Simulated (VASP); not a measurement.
# Be (P6_3/mmc) in VASP: further runs, part 3 of 3

VASP 6.6.1. Earlier steps stand in the parts before.

## (5) Electric field gradients, PBEsol (volume scaled by 1.06)

Input file INCAR:

```
SYSTEM = Be
PREC = Accurate
ENCUT = 520
EDIFF = 1E-8
ISMEAR = -1
SIGMA = 0.05
LREAL = .FALSE.
LASPH = .TRUE.
NELM = 100
ALGO = Normal
ISIF = 2
LWAVE = .FALSE.
LCHARG = .FALSE.
GGA = PS
LEFG = .TRUE.
NBANDS = 9
```

Input file KPOINTS:

```
regular mesh
0
G
  21 21 11
  0 0 0
```

Input file POSCAR:

```
Be
1.0
    2.3092014336      0.0000000000      0.0000000000
   -1.1546007168      1.9998271040      0.0000000000
    0.0000000000      0.0000000000      3.6442006969
Be
2
Direct
    0.3333333333      0.6666666667      0.7500000000
    0.6666666667      0.3333333333      0.2500000000
```

Potentials or basis: VASP PAW PBE potentials, release 64 (Be).

The run is started by

```console
> cat potpaw_PBE.64/Be/POTCAR > POTCAR
> mpirun -np 1 vasp_std > vasp.out
```

OUTCAR:

```text
SYSTEM = Be
   PREC = Accurate
   ENCUT = 520
   EDIFF = 1E-8
   ISMEAR = -1
   LREAL = .FALSE.
   LASPH = .TRUE.
   NELM = 100
   ISIF = 2
   GGA = PS

 ion  position               nearest neighbor table
   1  0.333  0.667  0.750-   2 2.26   2 2.26   2 2.26   2 2.26   2 2.26   2 2.26
   2  0.667  0.333  0.250-   1 2.26   1 2.26   1 2.26   1 2.26   1 2.26   1 2.26

  LATTYP: Found a hexagonal cell.
 ALAT       =     2.3092014336
 C/A-ratio  =     1.5781216155

  Lattice vectors:

 A1 = (   2.3092014336,   0.0000000000,   0.0000000000)
 A2 = (  -1.1546007168,   1.9998271040,   0.0000000000)
 A3 = (   0.0000000000,   0.0000000000,   3.6442006969)

Analysis of symmetry for initial positions (statically):
=====================================================================
 Subroutine PRICEL returns:
 Original cell was already a primitive cell.

 Routine SETGRP: Setting up the symmetry group for a
 hexagonal supercell.

 Subroutine GETGRP returns: Found 24 space group operations
 (whereof 12 operations were pure point group operations)
 out of a pool of 24 trial point group operations.

The static configuration has the point symmetry D_3d.
 The point group associated with its full space group is D_6h.

Analysis of symmetry for dynamics (positions and initial velocities):
=====================================================================
 Subroutine PRICEL returns:
 Original cell was already a primitive cell.

 Routine SETGRP: Setting up the symmetry group for a
 hexagonal supercell.

 Subroutine GETGRP returns: Found 24 space group operations
 (whereof 12 operations were pure point group operations)
 out of a pool of 24 trial point group operations.

The dynamic configuration has the point symmetry D_3d.
 The point group associated with its full space group is D_6h.

 Subroutine INISYM returns: Found 24 space group operations
 (whereof 12 operations are pure point group operations),
 and found     1 'primitive' translations

----------------------------------------------------------------------------------------

                                     Primitive cell

  volume of cell :      16.8289

  direct lattice vectors                    reciprocal lattice vectors
     2.309201434  0.000000000  0.000000000     0.433050138  0.250021614  0.000000000
    -1.154600717  1.999827104  0.000000000     0.000000000  0.500043228  0.000000000
     0.000000000  0.000000000  3.644200697     0.000000000  0.000000000  0.274408597

  length of vectors
     2.309201434  2.309201434  3.644200697     0.500043228  0.500043228  0.274408597

  position of ions in fractional coordinates (direct lattice)
     0.333333333  0.666666667  0.750000000
     0.666666667  0.333333333  0.250000000

  ion indices of the primitive-cell ions
   primitive index   ion index
                 1           1
                 2           2

----------------------------------------------------------------------------------------

 KPOINTS: regular mesh

Automatic generation of k-mesh.
 Grid dimensions read from file:
 generate k-points for:   21   21   11

[... 73 lines left out ...]
   PSTRESS=    0.0 pullay stress
   NELECT =       4.0000    total number of electrons
   NUPDOWN=      -1.0000    fix difference up-down
   EMIN   =  10.00;   EMAX   =-10.00  energy-range for DOS
   EFERMI =   0.00;   METHOD = LEGACY
   ISMEAR =    -1;   SIGMA  =   0.05  broadening in eV -4-tet -1-fermi 0-gaus
   EFERMI_NEDOS =   21; number of points for ismear=-14 and -15
   IALGO  =     38    algorithm
   IMIX   =      4    mixing-type and parameters
     AMIX     =   0.40;   BMIX     =  1.00
     AMIX_MAG =   1.60;   BMIX_MAG =  1.00
  volume/ion in A,a.u.               =       8.41        56.78
  Fermi-wavevector in a.u.,A,eV,Ry     =   1.014089  1.916350 13.991906  1.028376
  Thomas-Fermi vector in A             =   2.147296
   LORBIT       =      0    0 simple, 1 ext, 2 COOP (PROOUT), +10 PAW based schemes
   GGA     = PS    functional components
   LHFCALC =     F    Hartree Fock is set to
   AEXX    =    0.0000 exact exchange contribution
   IVDW    =     0    specifies the selected vdW correction
   LEPSILON=     F    determine dielectric tensor
   LRPA    =     F    only Hartree local field effects (RPA)
 non-spin polarized calculation
  energy-cutoff  :      520.00
  volume of cell :       16.83
 maximum number of plane-waves:       482
 NGX is ok and might be reduce to    18
   NGX =  9   NGY =  9   NGZ = 13

 number of electron       4.0000000 magnetization

 Free energy of the ion-electron system (eV)
  ---------------------------------------------------
  ext. energy  EPLUGINS =         0.00000000
  ---------------------------------------------------
  free energy    TOTEN  =        -7.96575745 eV

  energy without entropy =       -7.96349633  energy(sigma->0) =       -7.96462689

 E-fermi :   6.5641     XC(G=0): -10.4056

 val. band max:        6.5619925219   @ k =   0.3333   0.0476   0.0000
 cond. band min:       6.5838825276   @ k =   0.3333   0.2857   0.0000
 fundamental gap:      0.0218900058
 Fermi energy:         6.5640630386

 k-point     1 :       0.0000    0.0000    0.0000
  band No.  band energies     occupation
      1      -4.4869      2.00000
      2       2.2581      2.00000
      3       7.4017      0.00000
      4      21.7913      0.00000
      5      21.7913      0.00000
      6      24.5017      0.00000
      7      24.5017      0.00000
      8      26.3756      0.00000
      9      32.6297      0.00000
[... 265 lines left out ...]
 k-point    24 :       0.1905    0.0952    0.0000
  band No.  band energies     occupation
      1      -2.7024      2.00000
      2       4.5416      2.00000
      3       7.8006      0.00000
      4      14.3378      0.00000
      5      16.4907      0.00000
      6      22.0733      0.00000
      7      22.6589      0.00000
      8      23.6324      0.00000
      9      27.4438      0.00000

 [... further k-points ...]
[... 5 lines left out ...]
  --------------------------------------------------------------------------------------
  -------------------------------------------------------------------------------------
  Total       -0.7560002     -0.7560002     -0.8731565      0.0000000     -0.0000000      0.0000000
  in kB      -71.9740447    -71.9740447    -83.1277714      0.0000000     -0.0000000      0.0000000
  external PRESSURE =     -75.6919536 kB  Pullay stress =       0.0000000 kB

 VOLUME and BASIS-vectors are now :
 -----------------------------------------------------------------------------
  energy-cutoff  :      520.00
  volume of cell :       16.83
      direct lattice vectors                 reciprocal lattice vectors
     2.309201434  0.000000000  0.000000000     0.433050138  0.250021614  0.000000000
    -1.154600717  1.999827104  0.000000000     0.000000000  0.500043228  0.000000000
     0.000000000  0.000000000  3.644200697     0.000000000  0.000000000  0.274408597

 POSITION                                       TOTAL-FORCE (eV/Angst)
 -----------------------------------------------------------------------------------
     -0.00000      1.33322      2.73315         0.000000     -0.000000      0.000000
      1.15460      0.66661      0.91105        -0.000000      0.000000      0.000000
 -----------------------------------------------------------------------------------
    total drift:                                0.000000     -0.000000      0.000000

  FREE ENERGIE OF THE ION-ELECTRON SYSTEM (eV)
  ---------------------------------------------------
  free  energy   TOTEN  =        -7.9657574515 eV

  energy  without entropy=       -7.9634963307  energy(sigma->0) =       -7.96462689

 Electric field gradients (V/A^2)
---------------------------------------------------------------------
 ion       V_xx      V_yy      V_zz      V_xy      V_xz      V_yz
---------------------------------------------------------------------
   1       0.286     0.286    -0.571    -0.000    -0.000     0.000
   2       0.286     0.286    -0.571    -0.000     0.000    -0.000
---------------------------------------------------------------------

 Electric field gradients after diagonalization (V/A^2)
 (convention: |V_zz| > |V_xx| > |V_yy|)
----------------------------------------------------------------------
 ion       V_xx      V_yy      V_zz     asymmetry (V_yy - V_xx)/ V_zz
----------------------------------------------------------------------
   1       0.286     0.286    -0.571       0.000
   2       0.286     0.286    -0.571       0.000
----------------------------------------------------------------------

           NMR quadrupolar parameters

 Cq : quadrupolar parameter    Cq=e*Q*V_zz/h
 eta: asymmetry parameters     (V_yy - V_xx)/ V_zz
 Q  : nuclear electric quadrupole moment in mb (millibarn)
----------------------------------------------------------------------
 ion       Cq(MHz)       eta       Q (mb)
----------------------------------------------------------------------
   1      -0.001       0.000       1.000
   2      -0.001       0.000       1.000
----------------------------------------------------------------------
```

OSZICAR:

```text
N       E                     dE             d eps       ncg     rms          rms(c)
DAV:   1    -0.371227233019E+01   -0.37123E+01   -0.17357E+03  5248   0.361E+02
DAV:   2    -0.794819060606E+01   -0.42359E+01   -0.41790E+01  7692   0.509E+01
DAV:   3    -0.799399109767E+01   -0.45800E-01   -0.45643E-01  6028   0.363E+00
DAV:   4    -0.799406128785E+01   -0.70190E-04   -0.70188E-04  6298   0.144E-01
DAV:   5    -0.799406132910E+01   -0.41259E-07   -0.41155E-07  5908   0.347E-03    0.117E+00
DAV:   6    -0.797439970839E+01    0.19662E-01   -0.17555E-03  5546   0.380E-01    0.711E-01
DAV:   7    -0.796575760939E+01    0.86421E-02   -0.26875E-03  5547   0.401E-01    0.114E-02
DAV:   8    -0.796575689613E+01    0.71326E-06   -0.14100E-05  5820   0.251E-02    0.487E-03
DAV:   9    -0.796575750773E+01   -0.61160E-06   -0.35205E-07  5757   0.413E-03    0.529E-04
DAV:  10    -0.796575747453E+01    0.33197E-07   -0.72036E-10  5257   0.168E-04    0.174E-04
DAV:  11    -0.796575745302E+01    0.21507E-07   -0.10773E-10  3156   0.677E-05    0.727E-06
DAV:  12    -0.796575745155E+01    0.14782E-08   -0.30496E-12  2965   0.155E-05
   1 F= -.79657575E+01 E0= -.79646269E+01  d E =-.226112E-02
```

stdout:

```text
POSCAR found type information on POSCAR Be
 POSCAR found :  1 types and       2 ions
 scaLAPACK will be used
 -----------------------------------------------------------------------------
|                                                                             |
|                                                                             |
|     You enforced a specific xc type in the INCAR file but a different       |
|     I HOPE YOU KNOW WHAT YOU ARE DOING!                                     |
|                                                                             |
 -----------------------------------------------------------------------------

 LDA part: xc-table for (Slater+PW92), standard interpolation
 POSCAR, INCAR and KPOINTS ok, starting setup
 FFT: planning ... GRIDC
 FFT: planning ... GRID_SOFT
 FFT: planning ... GRID
 WAVECAR not read
 entering main loop
ion   1

ion   2
```

Run time: 60 s. Hardware: 1 thread of AMD EPYC 7R13, shared host; peak memory 0.12 GiB.

Results:

```yaml
Free_energy: -7.9658 eV
Pressure: -7.6 GPa
Band_gap_on_the_k_mesh: zero (band 2 reaches 7.48 eV, above the bottom of band 3 at 5.49 eV)
```

Stress tensor (GPa, compression positive):
```
-7.20  0.00  0.00
 0.00 -7.20  0.00
 0.00  0.00 -8.31
```

Levels at points of the mesh, in eV from the Fermi level:
```csv
k point,band 1,band 2,band 3,band 4,band 5,band 6
"(0.00, 0.00, 0.00)",-11.05,-4.31,0.84,15.23,15.23,17.94
```

Electric field gradients, principal values (V/Å²):
```csv
atom,least,middle,greatest (by size)
1 Be,0.286,0.286,-0.571
2 Be,0.286,0.286,-0.571
```

Caveat: without QUAD_EFG the Cq values of the log hold for a quadrupole moment of 1 mb, not for the nuclei; the PAW data sets were made with another functional, which shifts forces and pressure a little.

## (6) Overview

| cell | gap on the mesh (eV) | pressure (GPa) |
| --- | --- | --- |
| a = 2.219, b = 2.219, c = 3.502 Å, angles 90.0, 90.0, 120.0°, 2 atoms | none | 6.9 |
| a = 2.242, b = 2.242, c = 3.538 Å, angles 90.0, 90.0, 120.0°, 2 atoms | none | 2.6 |
| a = 2.287, b = 2.287, c = 3.609 Å, angles 90.0, 90.0, 120.0°, 2 atoms | none | -4.6 |
| a = 2.309, b = 2.309, c = 3.644 Å, angles 90.0, 90.0, 120.0°, 2 atoms | none | -7.6 |

Alike in all rows: task electric field gradients; level PBEsol; potentials or basis VASP PAW PBE potentials, release 64 (Be); no spin polarisation; k mesh 21 × 21 × 11; cutoff (eV) 520; smearing fermi-dirac 0.05 eV.

Caveats: the PAW data sets were made with another functional, which shifts forces and pressure a little.

Total energies depend on the potentials used, so only differences within one code and one set of settings carry meaning.
